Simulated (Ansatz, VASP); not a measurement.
## BH12C3N in VASP and in Ansatz

```xyz
17
Lattice="4.5321 2.6166 1.9525 -4.5321 2.6166 1.9525 0.0000 -5.2332 1.9525" Properties=species:S:1:pos:R:3 pbc="T T T"
B     0.0000    0.0000    5.3849
H    -1.1964    0.6907    2.1639
H     0.0000   -1.3815    2.1639
H     1.1964    0.6907    2.1639
H    -2.0883    0.1798    3.6237
H     0.8884   -1.8984    3.6237
H     1.1998    1.7186    3.6237
H    -1.1998    1.7186    3.6237
H     2.0883    0.1798    3.6237
H    -0.8884   -1.8984    3.6237
H     0.0000   -4.0689    1.8327
H     3.5238    2.0344    1.8327
H    -3.5238    2.0344    1.8327
C    -1.2051    0.6957    3.2547
C     0.0000   -1.3915    3.2547
C     1.2051    0.6957    3.2547
N     0.0000    0.0000    3.7703
```

Alike in both runs: functional r2SCAN; k mesh 6 × 6 × 6; occupations gaussian, width 0.02 eV; no spin polarisation.

Ansatz relaxed the structure, and its values are those at the end. VASP's run is a single point on that final structure, the one shown.

|  | VASP | Ansatz |
| --- | --- | --- |
| version | VASP 6.6.1 | Ansatz 0.2.0 |
| potentials or method | VASP PAW PBE potentials, release 64 (B, H, C, N), cutoff 520 eV | scalar-relativistic, plane waves, PAW |
| valence electrons in the cell | 32 | 32 |

VASP gave:

| Quantity | Value |
| --- | --- |
| gap on the k mesh at the Fermi level (eV) | 6.86 |
| least direct gap on the mesh (eV) | 6.94 |
| pressure (GPa) | 0.2 |
| rms of the force components (eV/Å) | 0.028 |

Which values does Ansatz return?

gap on the k mesh at the Fermi level (eV): 6.84; least direct gap on the mesh (eV): 6.92; pressure (GPa): 0.0; rms of the force components (eV/Å): 0.000.

VASP's potentials were made for PBE, not for r2SCAN.
